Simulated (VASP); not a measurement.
Set up this calculation in VASP 6.6.1, as the native input.

- Task: single point
- Functional: PBE
- Potentials or basis: VASP PAW PBE potentials, release 64 (K_sv, I)
- Cutoff: 520 eV
- k mesh: 8 × 8 × 8
- Occupations: fermi-dirac, width 0.01 eV
- Spin: no spin polarisation
- Dipole correction: no
- Further INCAR settings: ALGO = Normal; EDIFF = 1e-06; NBANDS = 15

The structure of KI lies in POSCAR:

```
KI
1.0
    0.0000000000      3.5245500000      3.5245500000
    3.5245500000      0.0000000000      3.5245500000
    3.5245500000      3.5245500000      0.0000000000
K I
1 1
Direct
    0.0000000000      0.0000000000      0.0000000000
    0.5000000000      0.5000000000      0.5000000000
```

These files were run (other wordings do the same):

INCAR

```
SYSTEM = KI
PREC = Accurate
ENCUT = 520
EDIFF = 1E-6
ISMEAR = -1
SIGMA = 0.01
LREAL = .FALSE.
LASPH = .TRUE.
NELM = 60
ALGO = Normal
ISIF = 2
LWAVE = .FALSE.
LCHARG = .TRUE.
GGA = PE
LELF = .TRUE.
LVHAR = .TRUE.
NBANDS = 15
```

KPOINTS

```
Automatic mesh
0
G
  8 8 8
  0 0 0
```

Potentials or basis: VASP PAW PBE potentials, release 64 (K_sv, I).

Launch:

```bash
$ cat potpaw_PBE.64/K_sv/POTCAR potpaw_PBE.64/I/POTCAR > POTCAR
$ mpirun -np 1 vasp_std > vasp.out
```

Results of the run:

```
Pressure               : 0.7 GPa
Band gap on the k mesh : 3.98 eV
```

Caveat: spin-orbit coupling is left out, which moves the levels of the heavy elements.

Run time: 68 s on 1 thread of Intel Xeon 8259CL, on a shared host, peak memory 0.25 GiB.
